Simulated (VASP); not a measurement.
# BaOs3 (Pm-3m) in VASP: notebook

The runs below take BaOs3 through single point, with PBEsol.

All numbers are computed with VASP 6.6.1; they aren't measurements. Logs are shortened: lines on timing, memory, paths and dates and some standing lists are left out, and cuts for length are marked.

### 1 The cell of the first run

The structure is cubic, space group Pm-3m (No. 221). The conventional cell has a = 4.140 Å, b = 4.140 Å, c = 4.140 Å, α = 90.00°, β = 90.00°, γ = 90.00°. Ba (site symmetry m-3m) has 12 Os at 2.93 Å within 3.9 Å. Os (site symmetry 4/mmm) has 4 Ba at 2.93 Å and 8 Os at 2.93 Å within 3.9 Å.

### 2 Single point, PBEsol (17.74 Å³/atom)

File INCAR:

```
  PREC = Accurate
  ENCUT = 560
  EDIFF = 1E-6
  ISMEAR = 0
  SIGMA = 0.05
  LREAL = F
  LASPH = T
  NELM = 120
  ALGO = Normal
  ISIF = 2
  LWAVE = F
  LCHARG = F
  GGA = PS
  NBANDS = 37
  GGA_COMPAT = F
```

File KPOINTS:

```
regular mesh
0
Gamma
  8 8 8
```

File POSCAR:

```
BaOs3
1.0
    4.1397703801      0.0000000000      0.0000000000
    0.0000000000      4.1397703801      0.0000000000
    0.0000000000      0.0000000000      4.1397703801
Ba Os
1 3
Direct
    0.0000000000      0.0000000000      0.0000000000
    0.0000000000      0.5000000000      0.5000000000
    0.5000000000      0.5000000000      0.0000000000
    0.5000000000      0.0000000000      0.5000000000
```

Potentials or basis: VASP PAW PBE potentials, release 64 (Ba_sv, Os_sv_GW).

Command:

```sh
$ cat potpaw_PBE.64/Ba_sv/POTCAR potpaw_PBE.64/Os_sv_GW/POTCAR > POTCAR
$ mpirun -np 1 vasp_std > vasp.out
```

OUTCAR:

```text
PREC = Accurate
   ENCUT = 560
   EDIFF = 1E-6
   ISMEAR = 0
   LREAL = F
   LASPH = T
   NELM = 120
   ISIF = 2
   GGA = PS

 ion  position               nearest neighbor table
   1  0.000  0.000  0.000-   2 2.93   3 2.93   4 2.93   2 2.93   4 2.93   2 2.93   3 2.93   2 2.93
                             3 2.93   4 2.93   4 2.93   3 2.93
   2  0.000  0.500  0.500-   1 2.93   3 2.93   4 2.93   1 2.93   3 2.93   1 2.93   4 2.93   1 2.93
                             3 2.93   4 2.93   3 2.93   4 2.93
   3  0.500  0.500  0.000-   1 2.93   2 2.93   4 2.93   2 2.93   4 2.93   1 2.93   4 2.93   4 2.93
                             1 2.93   2 2.93   2 2.93   1 2.93
   4  0.500  0.000  0.500-   1 2.93   2 2.93   3 2.93   1 2.93   3 2.93   2 2.93   3 2.93   3 2.93
                             1 2.93   2 2.93   1 2.93   2 2.93

  LATTYP: Found a simple cubic cell.
 ALAT       =     4.1397703801

  Lattice vectors:

 A1 = (   4.1397703801,   0.0000000000,   0.0000000000)
 A2 = (   0.0000000000,   4.1397703801,   0.0000000000)
 A3 = (   0.0000000000,   0.0000000000,   4.1397703801)

Analysis of symmetry for initial positions (statically):
=====================================================================
 Subroutine PRICEL returns:
 Original cell was already a primitive cell.

 Routine SETGRP: Setting up the symmetry group for a
 simple cubic supercell.

 Subroutine GETGRP returns: Found 48 space group operations
 (whereof 48 operations were pure point group operations)
 out of a pool of 48 trial point group operations.

The static configuration has the point symmetry O_h .

Analysis of symmetry for dynamics (positions and initial velocities):
=====================================================================
 Subroutine PRICEL returns:
 Original cell was already a primitive cell.

 Routine SETGRP: Setting up the symmetry group for a
 simple cubic supercell.

 Subroutine GETGRP returns: Found 48 space group operations
 (whereof 48 operations were pure point group operations)
 out of a pool of 48 trial point group operations.

The dynamic configuration has the point symmetry O_h .

 Subroutine INISYM returns: Found 48 space group operations
 (whereof 48 operations are pure point group operations),
 and found     1 'primitive' translations

----------------------------------------------------------------------------------------

                                     Primitive cell

  volume of cell :      70.9461

  direct lattice vectors                    reciprocal lattice vectors
     4.139770380  0.000000000  0.000000000     0.241559292  0.000000000  0.000000000
     0.000000000  4.139770380  0.000000000     0.000000000  0.241559292  0.000000000
     0.000000000  0.000000000  4.139770380     0.000000000  0.000000000  0.241559292

  length of vectors
     4.139770380  4.139770380  4.139770380     0.241559292  0.241559292  0.241559292

  position of ions in fractional coordinates (direct lattice)
     0.000000000  0.000000000  0.000000000
     0.000000000  0.500000000  0.500000000
     0.500000000  0.500000000  0.000000000
     0.500000000  0.000000000  0.500000000

  ion indices of the primitive-cell ions
   primitive index   ion index
                 1           1
                 2           2
                 3           3
                 4           4

----------------------------------------------------------------------------------------

 KPOINTS: regular mesh

Automatic generation of k-mesh.
 Grid dimensions read from file:
 generate k-points for:    8    8    8

 Generating k-lattice:

  Cartesian coordinates                     Fractional coordinates (reciprocal lattice)
     0.030194911  0.000000000  0.000000000     0.125000000  0.000000000  0.000000000
     0.000000000  0.030194911  0.000000000     0.000000000  0.125000000  0.000000000
     0.000000000  0.000000000  0.030194911     0.000000000  0.000000000  0.125000000

  Length of vectors
     0.030194911  0.030194911  0.030194911

  Shift w.r.t. Gamma in fractional coordinates (k-lattice)
     0.000000000  0.000000000  0.000000000

 Subroutine IBZKPT returns following result:
 ===========================================

 Found     35 irreducible k-points:

 Following reciprocal coordinates:
            Coordinates               Weight
  0.000000  0.000000  0.000000      1.000000
  0.125000  0.000000  0.000000      6.000000
  0.250000  0.000000  0.000000      6.000000
  0.375000  0.000000  0.000000      6.000000
  0.500000  0.000000  0.000000      3.000000
  0.125000  0.125000  0.000000     12.000000
[... 16 lines left out ...]
  0.375000  0.375000  0.125000     24.000000
  0.500000  0.375000  0.125000     24.000000
 [... further k-points ...]
   k-points           NKPTS =     35   k-points in BZ     NKDIM =     35   number of bands    NBANDS=     37
   number of dos      NEDOS =    301   number of ions     NIONS =      4
   total plane-waves  NPLWV =  32768
   dimension x,y,z NGX =    32 NGY =   32 NGZ =   32
   dimension x,y,z NGXF=    64 NGYF=   64 NGZF=   64
   ions per type =               1   3
   NGX,Y,Z   is equivalent  to a cutoff of  12.85, 12.85, 12.85 a.u.
   NGXF,Y,Z  is equivalent  to a cutoff of  25.70, 25.70, 25.70 a.u.
 SYSTEM =  unknown system
   PREC   = accura    normal or accurate (medium, high low for compatibility)
   ISTART =      0    job   : 0-new  1-cont  2-samecut
   ICHARG =      2    charge: 1-file 2-atom 10-const
   ISPIN  =      1    spin polarized calculation?
   LNONCOLLINEAR =      F non collinear calculations
   LSORBIT =      F    spin-orbit coupling
   LASPH  =      T    aspherical Exc in radial PAW
   ENCUT  =  560.0 eV  41.16 Ry    6.42 a.u.   7.99  7.99  7.99*2*pi/ulx,y,z
   NELM   =    120;   NELMIN=  2; NELMDL= -5     # of ELM steps
   EDIFF  = 0.1E-05   stopping-criterion for ELM
   LREAL  =      F    real-space projection
   EDIFFG = 0.1E-04   stopping-criterion for IOM
   NSW    =      0    number of steps for IOM
   IBRION =     -1    ionic relax: 0-MD 1-quasi-New 2-CG
   NFREE  =      0    steps in history (QN), initial steepest desc. (CG)
   ISIF   =      2    stress and relaxation
   ISYM   =      2    0-nonsym 1-usesym 2-fastsym
   POTIM  = 0.5000    time-step for ionic-motion
   TEBEG  =    0.0;   TEEND  =   0.0 temperature during run
   PSTRESS=    0.0 pullay stress
   NELECT =      58.0000    total number of electrons
   NUPDOWN=      -1.0000    fix difference up-down
   EMIN   =  10.00;   EMAX   =-10.00  energy-range for DOS
   EFERMI =   0.00;   METHOD = LEGACY
   ISMEAR =     0;   SIGMA  =   0.05  broadening in eV -4-tet -1-fermi 0-gaus
   EFERMI_NEDOS =   21; number of points for ismear=-14 and -15
   IALGO  =     38    algorithm
   IMIX   =      4    mixing-type and parameters
     AMIX     =   0.40;   BMIX     =  1.00
     AMIX_MAG =   1.60;   BMIX_MAG =  1.00
  volume/ion in A,a.u.               =      17.74       119.69
  Fermi-wavevector in a.u.,A,eV,Ry     =   1.530763  2.892722 31.881646  2.343235
  Thomas-Fermi vector in A             =   2.638201
   LORBIT       =      0    0 simple, 1 ext, 2 COOP (PROOUT), +10 PAW based schemes
   GGA     = PS    functional components
   LHFCALC =     F    Hartree Fock is set to
   AEXX    =    0.0000 exact exchange contribution
   IVDW    =     0    specifies the selected vdW correction
   LEPSILON=     F    determine dielectric tensor
   LRPA    =     F    only Hartree local field effects (RPA)
 non-spin polarized calculation
 Gauss-broadening in eV      SIGMA  =   0.05
  energy-cutoff  :      560.00
  volume of cell :       70.95
 maximum number of plane-waves:      2176
 NGX is ok and might be reduce to    32
   NGX = 15   NGY = 15   NGZ = 15

 number of electron      57.9999994 magnetization

 Free energy of the ion-electron system (eV)
  ---------------------------------------------------
  ext. energy  EPLUGINS =         0.00000000
  ---------------------------------------------------
  free energy    TOTEN  =       -34.58836252 eV

  energy without entropy =      -34.57785614  energy(sigma->0) =      -34.58310933

 E-fermi :   8.8180     XC(G=0): -13.1475

 val. band max:        8.8067615271   @ k =   0.5000   0.3750   0.1250
 cond. band min:       8.8243242624   @ k =   0.5000   0.2500   0.1250
 fundamental gap:      0.0175627353
 Fermi energy:         8.8179779366

 k-point     1 :       0.0000    0.0000    0.0000
  band No.  band energies     occupation
      1     -76.7846      2.00000
      2     -76.7507      2.00000
      3     -76.7507      2.00000
      4     -36.3288      2.00000
      5     -36.3288      2.00000
      6     -36.3288      2.00000
[... 29 lines left out ...]
     36      15.0103      0.00000
     37      15.0103      0.00000

 k-point     2 :       0.1250    0.0000    0.0000
  band No.  band energies     occupation
      1     -76.7836      2.00000
      2     -76.7522      2.00000
      3     -76.7509      2.00000
      4     -36.3226      2.00000
      5     -36.3226      2.00000
      6     -36.3185      2.00000
[... 29 lines left out ...]
     36      14.9504      0.00000
     37      15.8684      0.00000

 k-point     3 :       0.2500    0.0000    0.0000
  band No.  band energies     occupation
      1     -76.7805      2.00000
      2     -76.7552      2.00000
      3     -76.7508      2.00000
      4     -36.3059      2.00000
      5     -36.3059      2.00000
      6     -36.2877      2.00000
[... 29 lines left out ...]
     36      14.7525      0.00000
     37      16.4020      0.00000

 k-point     4 :       0.3750    0.0000    0.0000
  band No.  band energies     occupation
      1     -76.7762      2.00000
      2     -76.7596      2.00000
      3     -76.7508      2.00000
      4     -36.2867      2.00000
      5     -36.2867      2.00000
      6     -36.2445      2.00000
[... 29 lines left out ...]
     36      14.4696      0.00000
     37      15.8500      0.00000
[... 683 lines left out ...]
      1     -76.7695      2.00000
      2     -76.7622      2.00000
      3     -76.7549      2.00000
      4     -36.3553      2.00000
      5     -36.2160      2.00000
      6     -36.1906      2.00000
[... 29 lines left out ...]
     36      13.7213      0.00000
     37      14.9308      0.00000

 k-point    23 :       0.3750    0.3750    0.1250
  band No.  band energies     occupation
      1     -76.7688      2.00000
      2     -76.7606      2.00000
      3     -76.7573      2.00000
      4     -36.3713      2.00000
      5     -36.2133      2.00000
      6     -36.1986      2.00000
[... 29 lines left out ...]
     36      14.2310      0.00000
     37      14.2827      0.00000

 k-point    24 :       0.5000    0.3750    0.1250
  band No.  band energies     occupation
      1     -76.7660      2.00000
      2     -76.7622      2.00000
      3     -76.7583      2.00000
      4     -36.3757      2.00000
      5     -36.2202      2.00000
      6     -36.1927      2.00000
[... 29 lines left out ...]
     36      14.1194      0.00000
     37      14.3864      0.00000

 [... further k-points ...]

------------------------ aborting loop because EDIFF is reached ----------------------------------------

  FORCE on cell =-STRESS in cart. coord.  units (eV):
  Direction    XX          YY          ZZ          XY          YZ          ZX
  --------------------------------------------------------------------------------------
  -------------------------------------------------------------------------------------
  Total        0.5017770      0.5017770      0.5017770     -0.0000000      0.0000000      0.0000000
  in kB       11.3316340     11.3316340     11.3316340     -0.0000000      0.0000000      0.0000000
  external PRESSURE =      11.3316340 kB  Pullay stress =       0.0000000 kB

 VOLUME and BASIS-vectors are now :
 -----------------------------------------------------------------------------
  energy-cutoff  :      560.00
  volume of cell :       70.95
      direct lattice vectors                 reciprocal lattice vectors
     4.139770380  0.000000000  0.000000000     0.241559292  0.000000000  0.000000000
     0.000000000  4.139770380  0.000000000     0.000000000  0.241559292  0.000000000
     0.000000000  0.000000000  4.139770380     0.000000000  0.000000000  0.241559292

 POSITION                                       TOTAL-FORCE (eV/Angst)
 -----------------------------------------------------------------------------------
      0.00000      0.00000      0.00000         0.000000      0.000000      0.000000
      0.00000      2.06989      2.06989         0.000000      0.000000      0.000000
      2.06989      2.06989      0.00000         0.000000      0.000000      0.000000
      2.06989      0.00000      2.06989         0.000000      0.000000      0.000000
 -----------------------------------------------------------------------------------
    total drift:                                0.000000     -0.000000     -0.000000

  FREE ENERGIE OF THE ION-ELECTRON SYSTEM (eV)
  ---------------------------------------------------
  free  energy   TOTEN  =       -34.5883625204 eV

  energy  without entropy=      -34.5778561358  energy(sigma->0) =      -34.58310933
```

Run time: 32 s. Hardware: 1 thread of Intel Xeon 6975P-C (Granite Rapids), shared host; peak memory 0.23 GiB.

Results:

- Free energy: -34.5884 eV
- Pressure: 1.1 GPa
- Band gap on the k mesh: zero (bands 29 and 30 overlap by 2.12 eV)

Levels at points of the mesh, in eV from the Fermi level:
| k point | band 25 | band 26 | band 27 | band 28 | band 29 | band 30 | band 31 | band 32 | band 33 | band 34 |
| --- | --- | --- | --- | --- | --- | --- | --- | --- | --- | --- |
| (0.00, 0.00, 0.00) | -1.13 | -1.13 | 0.78 | 0.78 | 1.96 | 2.50 | 2.50 | 2.50 | 4.39 | 4.39 |
| (0.50, 0.00, 0.00) | -1.58 | -1.58 | -0.89 | -0.54 | 0.23 | 0.23 | 0.26 | 1.04 | 2.50 | 3.68 |
| (0.50, 0.50, 0.00) | -1.25 | -1.25 | -0.86 | -0.11 | -0.05 | -0.05 | 0.06 | 0.11 | 0.16 | 4.04 |
| (0.50, 0.50, 0.50) | -1.27 | -1.27 | -0.51 | -0.51 | -0.18 | 2.01 | 2.01 | 2.01 | 4.64 | 4.64 |

Caveat: the PAW data sets were made with another functional, which shifts forces and pressure a little; spin-orbit coupling is left out, which moves the levels of the heavy elements.

### 3 Single point, PBEsol (16.69 Å³/atom)

This run uses another cell than the first one, of 16.69 Å³/atom.

INCAR is that of step 2.

File KPOINTS:

```
Automatic mesh
0
Gamma
  8 8 8
```

File POSCAR:

```
BaOs3
1.0
    4.0569526593      0.0000000000      0.0000000000
    0.0000000000      4.0569526593      0.0000000000
    0.0000000000      0.0000000000      4.0569526593
Ba Os
1 3
Direct
    0.0000000000      0.0000000000      0.0000000000
    0.0000000000      0.5000000000      0.5000000000
    0.5000000000      0.5000000000      0.0000000000
    0.5000000000      0.0000000000      0.5000000000
```

Potentials or basis: VASP PAW PBE potentials, release 64 (Ba_sv, Os_sv_GW).

Command:

```sh
$ cat potpaw_PBE.64/Ba_sv/POTCAR potpaw_PBE.64/Os_sv_GW/POTCAR > POTCAR
$ mpirun -np 1 vasp_std > vasp.out
```

It took 70 s on 1 thread of Intel Xeon Platinum 8259CL at 2.50GHz (Skylake/Cascade Lake), shared host; peak memory 0.22 GiB.

Results (log left out):

| Item | Value |
| --- | --- |
| Free energy | -34.3848 eV |
| Pressure | 13.1 GPa |
| Band gap on the k mesh | zero (bands 29 and 30 overlap by 2.36 eV) |

Levels at points of the mesh, in eV from the Fermi level:
| k point | band 25 | band 26 | band 27 | band 28 | band 29 | band 30 | band 31 | band 32 | band 33 | band 34 |
| --- | --- | --- | --- | --- | --- | --- | --- | --- | --- | --- |
| (0.00, 0.00, 0.00) | -1.32 | -1.32 | 0.80 | 0.80 | 2.10 | 2.70 | 2.70 | 2.70 | 4.60 | 4.60 |
| (0.50, 0.00, 0.00) | -1.74 | -1.74 | -1.05 | -0.66 | 0.23 | 0.23 | 0.47 | 1.09 | 2.70 | 3.71 |
| (0.50, 0.50, 0.00) | -1.38 | -1.38 | -1.02 | -0.01 | -0.01 | 0.00 | 0.02 | 0.02 | 0.10 | 4.41 |
| (0.50, 0.50, 0.50) | -1.47 | -1.47 | -0.67 | -0.67 | -0.28 | 2.15 | 2.15 | 2.15 | 5.01 | 5.01 |

Caveat: the cell stands under pressure; the PAW data sets were made with another functional, which shifts forces and pressure a little; spin-orbit coupling is left out, which moves the levels of the heavy elements.
